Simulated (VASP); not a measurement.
Wanted: the native input for a VASP 6.6.1 run.

| Property | Result |
| --- | --- |
| Task | single point |
| Functional | PBEsol |
| Potentials or basis | VASP PAW PBE potentials, release 64 (Hg) |
| Cutoff | 520 eV |
| k mesh | 18 × 18 × 18 |
| Occupations | gaussian, width 0.15 eV |
| Spin | no spin polarisation |
| Dipole correction | no |
| Further INCAR settings | ALGO = Fast; EDIFF = 1e-06; NBANDS = 12 |

The structure of Hg lies in POSCAR:

```
Hg
1.0
   -2.0696950000      2.0696950000      1.7481902600
    2.0696950000     -2.0696950000      1.7481902600
    2.0696950000      2.0696950000     -1.7481902600
Hg
1
Direct
    0.0000000000      0.0000000000      0.0000000000
```

This cell differs from its parent crystal: strain +0.000 along x and y, -0.030 along z.

One way to write it, as run:

INCAR

```
PREC = Accurate
ENCUT = 520
EDIFF = 1E-6
ISMEAR = 0
SIGMA = 0.15
LREAL = False
LASPH = True
NELM = 60
ALGO = Fast
ISIF = 2
LWAVE = False
LCHARG = False
GGA = PS
NBANDS = 12
```

KPOINTS

```
regular mesh
0
Gamma
  18 18 18
```

Potentials or basis: VASP PAW PBE potentials, release 64 (Hg).

Command:

```bash
$ cat potpaw_PBE.64/Hg/POTCAR > POTCAR
$ mpirun -np 1 vasp_std > vasp.out
```

Results of the run:

| Quantity | Value |
| --- | --- |
| Pressure | -3.1 GPa |
| Band gap on the k mesh | zero (band 6 reaches 2.00 eV, above the bottom of band 7 at 0.03 eV) |

Caveat: the cell differs from its parent crystal (strain +0.000 along x and y, -0.030 along z); the PAW data sets were made with another functional, which shifts forces and pressure a little; spin-orbit coupling is left out, which moves the levels of the heavy elements.

Run time: 2.3 min on 1 thread of Intel Xeon 6975P-C (shared host), peak memory 0.29 GiB.
